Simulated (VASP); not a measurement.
# WSe2 (P6_3/mmc) in VASP: a series of runs, part 2 of 2

VASP 6.6.1. Earlier steps stand in the parts before.

## 3. Single point, r2SCAN (strain -1.0%)

POSCAR reads:

```
WSe2
1.0
    3.2666707717      0.0000000000      0.0000000000
   -1.6333353859      2.8290198741      0.0000000000
    0.0000000000      0.0000000000     13.0172138987
W Se
2 4
Direct
    0.3333333333      0.6666666667      0.2500000000
    0.6666666667      0.3333333333      0.7500000000
    0.6666666667      0.3333333333      0.3787243072
    0.6666666667      0.3333333333      0.1212756928
    0.3333333333      0.6666666667      0.8787243072
    0.3333333333      0.6666666667      0.6212756928
```

INCAR.step1 reads:

```
PREC = Accurate ; ENCUT = 520
ISMEAR = 0 ; SIGMA = 0.01
LREAL = False ; LASPH = True
NELM = 60 ; NBANDS = 35
GGA = PE ; ALGO = Normal
EDIFF = 1E-4 ; LWAVE = True
LCHARG = False
```

INCAR.step2 reads:

```
PREC = Accurate ; ENCUT = 520
EDIFF = 1E-6 ; ISMEAR = 0
SIGMA = 0.01 ; LREAL = False
LASPH = True ; NELM = 60
ALGO = Normal ; ISIF = 2
LWAVE = False ; LCHARG = False
METAGGA = R2SCAN ; LMIXTAU = True
NBANDS = 35 ; ISTART = 1
```

KPOINTS reads:

```
Automatic mesh
0
Gamma
  12 12 2
```

Potentials or basis: VASP PAW PBE potentials, release 64 (W_sv, Se).

The run is started by

```console
cat potpaw_PBE.64/W_sv/POTCAR potpaw_PBE.64/Se/POTCAR > POTCAR
cp INCAR.step1 INCAR
mpirun -np 1 vasp_std > vasp.out
cp INCAR.step2 INCAR
mpirun -np 1 vasp_std > vasp.out
```

OUTCAR:

```text
PREC = Accurate
   ENCUT = 520
   EDIFF = 1E-6
   ISMEAR = 0
   LREAL = False
   LASPH = True
   NELM = 60
   ISIF = 2
   METAGGA = R2SCAN
   ISTART = 1

 ion  position               nearest neighbor table
   1  0.333  0.667  0.250-   3 2.52   4 2.52   3 2.52   4 2.52   3 2.52   4 2.52
   2  0.667  0.333  0.750-   5 2.52   6 2.52   5 2.52   6 2.52   5 2.52   6 2.52
   3  0.667  0.333  0.379-   1 2.52   1 2.52   1 2.52
   4  0.667  0.333  0.121-   1 2.52   1 2.52   1 2.52
   5  0.333  0.667  0.879-   2 2.52   2 2.52   2 2.52
   6  0.333  0.667  0.621-   2 2.52   2 2.52   2 2.52

  LATTYP: Found a hexagonal cell.
 ALAT       =     3.2666707717
 C/A-ratio  =     3.9848563900

  Lattice vectors:

 A1 = (   3.2666707717,   0.0000000000,   0.0000000000)
 A2 = (  -1.6333353859,   2.8290198741,   0.0000000000)
 A3 = (   0.0000000000,   0.0000000000,  13.0172138987)

Analysis of symmetry for initial positions (statically):
=====================================================================
 Subroutine PRICEL returns:
 Original cell was already a primitive cell.

 Routine SETGRP: Setting up the symmetry group for a
 hexagonal supercell.

 Subroutine GETGRP returns: Found 24 space group operations
 (whereof 12 operations were pure point group operations)
 out of a pool of 24 trial point group operations.

The static configuration has the point symmetry D_3d.
 The point group associated with its full space group is D_6h.

Analysis of symmetry for dynamics (positions and initial velocities):
=====================================================================
 Subroutine PRICEL returns:
 Original cell was already a primitive cell.

 Routine SETGRP: Setting up the symmetry group for a
 hexagonal supercell.

 Subroutine GETGRP returns: Found 24 space group operations
 (whereof 12 operations were pure point group operations)
 out of a pool of 24 trial point group operations.

The dynamic configuration has the point symmetry D_3d.
 The point group associated with its full space group is D_6h.

 Subroutine INISYM returns: Found 24 space group operations
 (whereof 12 operations are pure point group operations),
 and found     1 'primitive' translations

----------------------------------------------------------------------------------------

                                     Primitive cell

  volume of cell :     120.2983

  direct lattice vectors                    reciprocal lattice vectors
     3.266670772  0.000000000  0.000000000     0.306122064  0.176739656  0.000000000
    -1.633335386  2.829019874  0.000000000     0.000000000  0.353479312  0.000000000
     0.000000000  0.000000000 13.017213899     0.000000000  0.000000000  0.076821354

  length of vectors
     3.266670772  3.266670772 13.017213899     0.353479312  0.353479312  0.076821354

  position of ions in fractional coordinates (direct lattice)
     0.333333333  0.666666667  0.250000000
     0.666666667  0.333333333  0.750000000
     0.666666667  0.333333333  0.378724307
     0.666666667  0.333333333  0.121275693
     0.333333333  0.666666667  0.878724307
     0.333333333  0.666666667  0.621275693

  ion indices of the primitive-cell ions
   primitive index   ion index
                 1           1
[... 33 lines left out ...]
            Coordinates               Weight
  0.000000  0.000000  0.000000      1.000000
  0.083333  0.000000  0.000000      6.000000
  0.166667  0.000000  0.000000      6.000000
  0.250000  0.000000  0.000000      6.000000
  0.333333  0.000000  0.000000      6.000000
  0.416667  0.000000  0.000000      6.000000
[... 16 lines left out ...]
  0.250000  0.000000  0.500000      6.000000
  0.333333  0.000000  0.500000      6.000000
 [... further k-points ...]
   k-points           NKPTS =     38   k-points in BZ     NKDIM =     38   number of bands    NBANDS=     35
   number of dos      NEDOS =    301   number of ions     NIONS =      6
   total plane-waves  NPLWV =  56448
   dimension x,y,z NGX =    24 NGY =   24 NGZ =   98
   dimension x,y,z NGXF=    48 NGYF=   48 NGZF=  196
   ions per type =               2   4
   NGX,Y,Z   is equivalent  to a cutoff of  12.21, 12.21, 12.52 a.u.
   NGXF,Y,Z  is equivalent  to a cutoff of  24.43, 24.43, 25.03 a.u.
 SYSTEM =  unknown system
   PREC   = accura    normal or accurate (medium, high low for compatibility)
   ISTART =      1    job   : 0-new  1-cont  2-samecut
   ICHARG =      0    charge: 1-file 2-atom 10-const
   ISPIN  =      1    spin polarized calculation?
   LNONCOLLINEAR =      F non collinear calculations
   LSORBIT =      F    spin-orbit coupling
   LASPH  =      T    aspherical Exc in radial PAW
   ENCUT  =  520.0 eV  38.22 Ry    6.18 a.u.   6.07  6.07 24.20*2*pi/ulx,y,z
   NELM   =     60;   NELMIN=  2; NELMDL=  0     # of ELM steps
   EDIFF  = 0.1E-05   stopping-criterion for ELM
   LREAL  =      F    real-space projection
   EDIFFG = 0.1E-04   stopping-criterion for IOM
   NSW    =      0    number of steps for IOM
   IBRION =     -1    ionic relax: 0-MD 1-quasi-New 2-CG
   NFREE  =      0    steps in history (QN), initial steepest desc. (CG)
   ISIF   =      2    stress and relaxation
   ISYM   =      2    0-nonsym 1-usesym 2-fastsym
   POTIM  = 0.5000    time-step for ionic-motion
   TEBEG  =    0.0;   TEEND  =   0.0 temperature during run
   PSTRESS=    0.0 pullay stress
   NELECT =      52.0000    total number of electrons
   NUPDOWN=      -1.0000    fix difference up-down
   EMIN   =  10.00;   EMAX   =-10.00  energy-range for DOS
   EFERMI =   0.00;   METHOD = LEGACY
   ISMEAR =     0;   SIGMA  =   0.01  broadening in eV -4-tet -1-fermi 0-gaus
   EFERMI_NEDOS =   21; number of points for ismear=-14 and -15
   IALGO  =     38    algorithm
   IMIX   =      4    mixing-type and parameters
     AMIX     =   0.40;   BMIX     =  1.00
     AMIX_MAG =   1.60;   BMIX_MAG =  1.00
  volume/ion in A,a.u.               =      20.05       135.30
  Fermi-wavevector in a.u.,A,eV,Ry     =   1.237816  2.339133 20.846694  1.532189
  Thomas-Fermi vector in A             =   2.372368
   LORBIT       =      0    0 simple, 1 ext, 2 COOP (PROOUT), +10 PAW based schemes
   METAGGA = R2SCAN    functional components
   LHFCALC =     F    Hartree Fock is set to
   AEXX    =    0.0000 exact exchange contribution
   IVDW    =     0    specifies the selected vdW correction
   LEPSILON=     F    determine dielectric tensor
   LRPA    =     F    only Hartree local field effects (RPA)
 non-spin polarized calculation
 Gauss-broadening in eV      SIGMA  =   0.01
  energy-cutoff  :      520.00
  volume of cell :      120.30
 maximum number of plane-waves:      3294
   NGX = 13   NGY = 13   NGZ = 49

 number of electron      51.9999992 magnetization

 Free energy of the ion-electron system (eV)
  ---------------------------------------------------
  ext. energy  EPLUGINS =         0.00000000
  ---------------------------------------------------
  free energy    TOTEN  =      -163.50225440 eV

  energy without entropy =     -163.50225440  energy(sigma->0) =     -163.50225440

 E-fermi :   6.2427     XC(G=0): -11.4592

 val. band max:        6.1689425676   @ k =   0.0000   0.0000   0.0000
 cond. band min:       7.2908607319   @ k =   0.1667   0.1667   0.0000
 fundamental gap:      1.1219181643
 Fermi energy:         6.2427326819

 k-point     1 :       0.0000    0.0000    0.0000
  band No.  band energies     occupation
      1     -70.0685      2.00000
      2     -70.0684      2.00000
      3     -33.6838      2.00000
      4     -33.6837      2.00000
      5     -33.5323      2.00000
      6     -33.5323      2.00000
[... 901 lines left out ...]
     34      10.3846      0.00000
     35      12.3112      0.00000

 [... further k-points ...]

------------------------ aborting loop because EDIFF is reached ----------------------------------------

  FORCE on cell =-STRESS in cart. coord.  units (eV):
  Direction    XX          YY          ZZ          XY          YZ          ZX
  --------------------------------------------------------------------------------------
  -------------------------------------------------------------------------------------
  Total        3.3603316      3.3603316      1.8474782     -0.0000000      0.0000000      0.0000000
  in kB       44.7541504     44.7541504     24.6054044     -0.0000000      0.0000000      0.0000000
  external PRESSURE =      38.0379017 kB  Pullay stress =       0.0000000 kB

 VOLUME and BASIS-vectors are now :
 -----------------------------------------------------------------------------
  energy-cutoff  :      520.00
  volume of cell :      120.30
      direct lattice vectors                 reciprocal lattice vectors
     3.266670772  0.000000000  0.000000000     0.306122064  0.176739656  0.000000000
    -1.633335386  2.829019874  0.000000000     0.000000000  0.353479312  0.000000000
     0.000000000  0.000000000 13.017213899     0.000000000  0.000000000  0.076821354

 POSITION                                       TOTAL-FORCE (eV/Angst)
 -----------------------------------------------------------------------------------
     -0.00000      1.88601      3.25430         0.000000      0.000000     -0.000000
      1.63334      0.94301      9.76291        -0.000000      0.000000     -0.000000
      1.63334      0.94301      4.92994        -0.000000     -0.000000      0.004367
      1.63334      0.94301      1.57867         0.000000     -0.000000     -0.004367
     -0.00000      1.88601     11.43854         0.000000      0.000000      0.004367
     -0.00000      1.88601      8.08728         0.000000      0.000000     -0.004367
 -----------------------------------------------------------------------------------
    total drift:                               -0.000000      0.000000     -0.000000

  FREE ENERGIE OF THE ION-ELECTRON SYSTEM (eV)
  ---------------------------------------------------
  free  energy   TOTEN  =      -163.5022544048 eV

  energy  without entropy=     -163.5022544048  energy(sigma->0) =     -163.50225440
```

Wall time 4.7 min (1 thread of Intel Xeon 6975P-C (Granite Rapids), shared host); peak memory 0.32 GiB.

What came out:

| Quantity | Value |
| --- | --- |
| Free energy | -163.5023 eV |
| Pressure | 3.8 GPa |
| Largest force | 0.004 eV/Å |
| Band gap on the k mesh | 1.12 eV (least direct gap 1.73 eV) |

Forces on the atoms (eV/Å):
```
W    0.000  0.000  0.000
W    0.000  0.000  0.000
Se   0.000  0.000  0.004
Se   0.000  0.000 -0.004
Se   0.000  0.000  0.004
Se   0.000  0.000 -0.004
```

Stress tensor (GPa, compression positive):
```
4.48 0.00 0.00
0.00 4.48 0.00
0.00 0.00 2.46
```

Levels at points of the mesh, in eV from the valence-band top:
| k point | band 24 | band 25 | band 26 | band 27 | band 28 | band 29 |
| --- | --- | --- | --- | --- | --- | --- |
| (0.00, 0.00, 0.00) | -1.25 | -1.16 | 0.00 | 2.88 | 2.88 | 2.93 |
| (0.50, 0.00, 0.00) | -1.41 | -1.35 | -1.17 | 2.37 | 2.41 | 2.53 |
| (0.00, 0.00, 0.50) | -1.56 | -0.26 | -0.26 | 2.88 | 2.88 | 2.88 |
| (0.50, 0.00, 0.50) | -1.40 | -1.29 | -1.29 | 2.39 | 2.39 | 2.74 |

Caveat: the cell differs from its parent crystal (strain -1.0%); the cell stands under pressure; the PAW data sets were made with another functional, which shifts forces and pressure a little; spin-orbit coupling is left out, which moves the levels of the heavy elements. A k mesh can miss the band edges.

## 4. Single point, r2SCAN

This run uses another cell than the first one, of 20.66 Å³/atom.

POSCAR reads:

```
WSe2
1.0
    3.2996674462      0.0000000000      0.0000000000
   -1.6498337231      2.8575958324      0.0000000000
    0.0000000000      0.0000000000     13.1487009077
W Se
2 4
Direct
    0.3333333333      0.6666666667      0.2500000000
    0.6666666667      0.3333333333      0.7500000000
    0.6666666667      0.3333333333      0.3766602602
    0.6666666667      0.3333333333      0.1233397398
    0.3333333333      0.6666666667      0.8766602602
    0.3333333333      0.6666666667      0.6233397398
```

INCAR.step1 reads:

```
ALGO = Normal ; EDIFF = 1E-4
ENCUT = 520 ; GGA = PE
ISMEAR = 0 ; LASPH = True
LCHARG = False ; LREAL = False
LWAVE = True ; NBANDS = 35
NELM = 80 ; PREC = Accurate
SIGMA = 0.01
```

INCAR.step2 reads:

```
ALGO = Normal ; EDIFF = 1E-7
ENCUT = 520 ; ISIF = 2
ISMEAR = 0 ; ISTART = 1
LASPH = True ; LCHARG = False
LMIXTAU = True ; LREAL = False
LWAVE = False ; METAGGA = R2SCAN
NBANDS = 35 ; NELM = 80
PREC = Accurate ; SIGMA = 0.01
```

KPOINTS reads:

```
k-points
0
Gamma
  12 12 2
```

The run is started by

```console
cat potpaw_PBE.64/W_sv/POTCAR potpaw_PBE.64/Se/POTCAR > POTCAR
cp INCAR.step1 INCAR
mpirun -np 1 vasp_std > vasp.out
cp INCAR.step2 INCAR
mpirun -np 1 vasp_std > vasp.out
```

Wall time 8.2 min (1 thread of Intel Xeon 6975P-C (Granite Rapids), shared host); peak memory 0.37 GiB.

Results (log left out):

```
Free energy            : -163.5643 eV
Pressure               : 1.7 GPa
Largest force          : 0.008 eV/Å
Band gap on the k mesh : 1.16 eV (least direct gap 1.61 eV)
```

Forces on the atoms (eV/Å):
```
W    0.000  0.000  0.000
W    0.000  0.000  0.000
Se   0.000  0.000  0.008
Se   0.000  0.000 -0.008
Se   0.000  0.000  0.008
Se   0.000  0.000 -0.008
```

Stress tensor (GPa, compression positive):
```
1.68 0.00 0.00
0.00 1.68 0.00
0.00 0.00 1.59
```

Levels at points of the mesh, in eV from the valence-band top:
| k point | band 23 | band 24 | band 25 | band 26 | band 27 | band 28 | band 29 | band 30 |
| --- | --- | --- | --- | --- | --- | --- | --- | --- |
| (0.00, 0.00, 0.00) | -1.66 | -1.29 | -1.05 | 0.00 | 2.76 | 2.76 | 2.81 | 2.81 |
| (0.50, 0.00, 0.00) | -1.51 | -1.47 | -1.33 | -1.31 | 2.21 | 2.25 | 2.46 | 2.74 |
| (0.00, 0.00, 0.50) | -1.68 | -1.68 | -0.25 | -0.25 | 2.77 | 2.77 | 2.77 | 2.77 |
| (0.50, 0.00, 0.50) | -1.41 | -1.41 | -1.39 | -1.39 | 2.23 | 2.23 | 2.62 | 2.62 |

Caveat: the PAW data sets were made with another functional, which shifts forces and pressure a little; spin-orbit coupling is left out, which moves the levels of the heavy elements.

## 5. Single point, r2SCAN (strain +1.0%)

POSCAR reads:

```
WSe2
1.0
    3.3326641206      0.0000000000      0.0000000000
   -1.6663320603      2.8861717907      0.0000000000
    0.0000000000      0.0000000000     13.2801879168
W Se
2 4
Direct
    0.3333333333      0.6666666667      0.2500000000
    0.6666666667      0.3333333333      0.7500000000
    0.6666666667      0.3333333333      0.3746484132
    0.6666666667      0.3333333333      0.1253515868
    0.3333333333      0.6666666667      0.8746484132
    0.3333333333      0.6666666667      0.6253515868
```

INCAR.step1 reads:

```
PREC = Accurate
ENCUT = 520
ISMEAR = 0
SIGMA = 0.01
LREAL = False
LASPH = True
NELM = 60
NBANDS = 35
GGA = PE
ALGO = Normal
EDIFF = 1E-4
LWAVE = True
LCHARG = False
```

INCAR.step2 reads:

```
PREC = Accurate
ENCUT = 520
EDIFF = 1E-6
ISMEAR = 0
SIGMA = 0.01
LREAL = False
LASPH = True
NELM = 60
ALGO = Normal
ISIF = 2
LWAVE = False
LCHARG = True
METAGGA = R2SCAN
LMIXTAU = True
LELF = True
LVHAR = True
NBANDS = 35
ISTART = 1
```

KPOINTS reads:

```
Automatic mesh
0
Gamma
  12 12 2
```

The run is started by

```console
cat potpaw_PBE.64/W_sv/POTCAR potpaw_PBE.64/Se/POTCAR > POTCAR
cp INCAR.step1 INCAR
mpirun -np 1 vasp_std > vasp.out
cp INCAR.step2 INCAR
mpirun -np 1 vasp_std > vasp.out
```

Run time: 7.7 min. Hardware: 1 thread of Intel Xeon 6975P-C (Granite Rapids), shared host; peak memory 0.37 GiB.

Results (log left out):

- Free energy: -163.5802 eV
- Pressure: -0.2 GPa
- Largest force: 0.006 eV/Å
- Band gap on the k mesh: 1.19 eV (least direct gap 1.50 eV)

Forces in eV/Å, atoms in the order of the input:
```
W    0.000  0.000  0.000
W    0.000  0.000  0.000
Se   0.000  0.000  0.006
Se   0.000  0.000 -0.006
Se   0.000  0.000  0.006
Se   0.000  0.000 -0.006
```

Stress tensor (GPa, compression positive):
```
-0.82  0.00  0.00
 0.00 -0.82  0.00
 0.00  0.00  0.90
```

Levels at points of the mesh, in eV from the valence-band top:
```tsv
k point	band 22	band 23	band 24	band 25	band 26	band 27	band 28	band 29	band 30	band 31
(0.00, 0.00, 0.00)	-1.77	-1.77	-1.32	-0.94	0.00	2.65	2.65	2.69	2.69	2.79
(0.50, 0.00, 0.00)	-2.49	-1.61	-1.45	-1.44	-1.32	2.06	2.09	2.37	2.57	3.27
(0.00, 0.00, 0.50)	-1.79	-1.79	-1.79	-0.23	-0.23	2.66	2.66	2.66	2.66	2.87
(0.50, 0.00, 0.50)	-2.58	-1.52	-1.52	-1.37	-1.37	2.07	2.07	2.49	2.49	3.61
```

Caveat: the cell differs from its parent crystal (strain +1.0%); the PAW data sets were made with another functional, which shifts forces and pressure a little; spin-orbit coupling is left out, which moves the levels of the heavy elements. A k mesh can miss the band edges.

## 6. The runs side by side

| cell | gap on the mesh (eV) | pressure (GPa) | largest force (eV/Å) |
| --- | --- | --- | --- |
| a = 3.234, b = 3.234, c = 12.886 Å, angles 90.0, 90.0, 120.0°, 6 atoms, atomic positions A | 1.08 | 6.3 | 0.01 |
| a = 3.267, b = 3.267, c = 13.017 Å, angles 90.0, 90.0, 120.0°, 6 atoms, atomic positions B | 1.12 | 3.8 | - |
| a = 3.300, b = 3.300, c = 13.149 Å, angles 90.0, 90.0, 120.0°, 6 atoms, atomic positions C | 1.16 | 1.7 | 0.01 |
| a = 3.333, b = 3.333, c = 13.280 Å, angles 90.0, 90.0, 120.0°, 6 atoms, atomic positions D | 1.19 | -0.2 | 0.01 |

Alike in all rows: task single point; level r2SCAN; potentials or basis VASP PAW PBE potentials, release 64 (W_sv, Se); no spin polarisation; k mesh 12 × 12 × 2; cutoff (eV) 520; smearing gaussian 0.01 eV.

Caveats: the PAW data sets were made with another functional, which shifts forces and pressure a little; spin-orbit coupling is left out, which moves the levels of the heavy elements; the cell stands under pressure (at least some runs).

Total energies depend on the potentials used, so only differences within one code and one set of settings carry meaning.
